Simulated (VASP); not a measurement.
Set up this calculation in VASP 6.6.1, as the native input.

| Property | Result |
| --- | --- |
| Task | single point |
| Functional | PBE |
| Potentials or basis | VASP PAW PBE potentials, release 64 (B, As) |
| Cutoff | 520 eV |
| k mesh | 10 × 10 × 10 |
| Occupations | gaussian, width 0.05 eV |
| Spin | no spin polarisation |
| Dipole correction | no |
| Further INCAR settings | ALGO = Normal; EDIFF = 1e-07; NBANDS = 11 |

The structure of BAs lies in POSCAR:

```
BAs
1.0
    0.0000000000      2.5005876081      2.2120582687
    2.5005876081      0.0000000000      2.2120582687
    2.5005876081      2.5005876081      0.0000000000
B As
1 1
Direct
    0.0000000000      0.0000000000      0.0000000000
    0.7500000000      0.7500000000      0.7500000000
```

This cell differs from its parent crystal: strain +0.040 along x and y, -0.080 along z.

One way to write it, as run:

INCAR

```
SYSTEM = BAs
ALGO = Normal
EDIFF = 1E-7
ENCUT = 520
GGA = PE
ISIF = 2
ISMEAR = 0
LASPH = .TRUE.
LCHARG = .FALSE.
LREAL = .FALSE.
LWAVE = .FALSE.
NBANDS = 11
NELM = 80
PREC = Accurate
SIGMA = 0.05
```

KPOINTS

```
k-points
0
G
  10 10 10
  0 0 0
```

Potentials or basis: VASP PAW PBE potentials, release 64 (B, As).

The run is started by

```bash
$ cat potpaw_PBE.64/B/POTCAR potpaw_PBE.64/As/POTCAR > POTCAR
$ mpirun -np 1 vasp_std > vasp.out
```

It gave:

```json
{"Pressure": "1.1 GPa", "Band gap on the k mesh": "zero (band 4 reaches 6.66 eV, above the bottom of band 5 at 6.14 eV)"}
```

Caveat: the cell differs from its parent crystal (strain +0.040 along x and y, -0.080 along z).

It took 22 s on 1 thread of Intel(R) Xeon(R) Platinum 8488C (Sapphire Rapids), with other jobs on the host, peak memory 0.18 GiB.
